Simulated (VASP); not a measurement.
Write the native input for VASP 6.6.1 that does the following.

```
Task                   : single point
Functional             : PBE
Potentials or basis    : VASP PAW PBE potentials, release 64 (W_sv, S)
Cutoff                 : 520 eV
k mesh                 : 10 × 10 × 3
Occupations            : fermi-dirac, width 0.05 eV
Spin                   : no spin polarisation
Dipole correction      : no
Further INCAR settings : ALGO = Normal; EDIFF = 1e-06; NBANDS = 20
```

The structure of WS2 lies in POSCAR:

```
WS2
1.0
    2.6088942750      0.0000000000      0.0000000000
    0.0000000000      2.6088942750      0.0000000000
    0.0000000000      0.0000000000      9.2953252259
W S
1 2
Direct
    0.5000000000      0.5000000000      0.5000000000
    0.5000000000      0.5000000000      0.7656600000
    0.5000000000      0.5000000000      0.2343400000
```

This cell differs from its parent crystal: volume scaled by 1.02.

The input as run:

INCAR

```
PREC     = Accurate       # precision mode
ENCUT    = 520            # plane-wave cutoff, eV
EDIFF    = 1E-6           # SCF threshold, eV
ISMEAR   = -1             # smearing method
SIGMA    = 0.05           # smearing width, eV
LREAL    = F              # projectors in reciprocal space
LASPH    = T              # aspherical terms in the spheres
NELM     = 80             # most SCF steps
ALGO     = Normal         # electronic algorithm
ISIF     = 2              # what is computed and relaxed
LWAVE    = F              # write WAVECAR
LCHARG   = T              # write CHGCAR
GGA      = PE             # functional
LELF     = T              # ELF
LVHAR    = T            
NBANDS   = 20             # bands
```

KPOINTS

```
regular mesh
0
Gamma
  10 10 3
```

Potentials or basis: VASP PAW PBE potentials, release 64 (W_sv, S).

Command:

```bash
$ cat potpaw_PBE.64/W_sv/POTCAR potpaw_PBE.64/S/POTCAR > POTCAR
$ mpirun -np 1 vasp_std > vasp.out
```

It gave:

| Property | Result |
| --- | --- |
| Pressure | -1.4 GPa |
| Largest force | 0.134 eV/Å |
| Band gap on the k mesh | zero (band 13 reaches 7.63 eV, above the bottom of band 14 at 4.00 eV) |

Caveat: spin-orbit coupling is left out, which moves the levels of the heavy elements; this functional lacks dispersion, which binds the layers, so the pressure and a relaxed spacing across them are unreliable.

Wall time 42 s on 1 thread of Intel(R) Xeon(R) Platinum 8375C CPU @ 2.90GHz (Ice Lake), on a shared host, peak memory 0.19 GiB.
